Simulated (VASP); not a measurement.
Set up this calculation in VASP 6.6.1, as the native input.

```
Task                   : single point
Functional             : PBE
Potentials or basis    : VASP PAW PBE potentials, release 64 (Mo_sv, W_sv)
Cutoff                 : 520 eV
k mesh                 : 8 × 4 × 2
Occupations            : gaussian, width 0.2 eV
Spin                   : no spin polarisation
Dipole correction      : no
Further INCAR settings : ALGO = Fast; EDIFF = 1e-07; NBANDS = 81
```

The structure of Mo3W2 lies in POSCAR:

```
Mo3W2
1.0
    1.5910242802      2.2505948676      0.0006623072
    4.7552371891     -2.2380864791     -0.0021244681
    1.5888792372     -0.0020848579    -11.1834582939
Mo W
6 4
Direct
    0.4502820727      0.4502331139      0.1989493590
    0.9502709616      0.9502271131      0.1989564786
    0.2500222417      0.2500035812     -0.0000002220
    0.7500129154      0.7500049123     -0.0000001239
    0.0497296974      0.0497678106      0.8010461650
    0.5497217057      0.5497662986      0.8010486818
    0.3497508381      0.3498582102      0.6006950926
    0.8497589379      0.8498566161      0.6006907344
    0.1502203720      0.1501433897      0.3993070550
    0.6502302576      0.6501389541      0.3993067796
```

One way to write it, as run:

INCAR

```
SYSTEM = Mo3W2
ALGO     = Fast           ! electronic algorithm
EDIFF    = 1E-7           ! SCF threshold, eV
ENCUT    = 520            ! plane-wave cutoff, eV
GGA      = PE             ! functional
ISIF     = 2              ! what is computed and relaxed
ISMEAR   = 0              ! smearing method
LASPH    = .TRUE.         ! aspherical terms in the spheres
LCHARG   = .TRUE.         ! write CHGCAR
LELF     = .TRUE.         ! ELF
LREAL    = .FALSE.        ! projectors in reciprocal space
LVHAR    = .TRUE.       
LWAVE    = .FALSE.        ! write WAVECAR
NBANDS   = 81             ! bands
NELM     = 60             ! most SCF steps
PREC     = Accurate       ! precision mode
SIGMA    = 0.2            ! smearing width, eV
```

KPOINTS

```
k-points
0
G
  8 4 2
  0 0 0
```

Potentials or basis: VASP PAW PBE potentials, release 64 (Mo_sv, W_sv).

Command:

```sh
$ cat potpaw_PBE.64/Mo_sv/POTCAR potpaw_PBE.64/W_sv/POTCAR > POTCAR
$ mpirun -np 1 vasp_std > vasp.out
```

Results of the run:

```
Pressure               : 0.5 GPa
Largest force          : 0.004 eV/Å
Band gap on the k mesh : zero (bands 70 and 71 overlap by 1.89 eV)
```

Caveat: spin-orbit coupling is left out, which moves the levels of the heavy elements.

It took 16 min on 1 thread of Oxide Virtual Turin-like Processor, on a shared host, peak memory 0.43 GiB.
